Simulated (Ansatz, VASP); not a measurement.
## KCl: VASP beside Ansatz

```
K Cl
1.0
     0.00000    3.15610    3.15610
     3.15610    0.00000    3.15610
     3.15610    3.15610    0.00000
K Cl
1 1
Direct
  0.00000 0.00000 0.00000
  0.50000 0.50000 0.50000
```

Alike in both runs: task single point; functional PBE; k mesh 6 × 6 × 6; occupations gaussian, width 0.05 eV; no spin polarisation.

|  | VASP | Ansatz |
| --- | --- | --- |
| version | VASP 6.6.1 | Ansatz 0.2.0 |
| potentials or method | VASP PAW PBE potentials, release 64 (K_sv, Cl), cutoff 520 eV | scalar-relativistic, plane waves, PAW |
| valence electrons in the cell | 16 | 16 |

```tsv
	VASP	Ansatz	Ansatz less VASP
gap on the k mesh at the Fermi level (eV)	5.16	5.16	+0.002
least direct gap on the mesh (eV)	5.16	5.16	+0.002
pressure (GPa)	0.6	0.6	-0.02
```
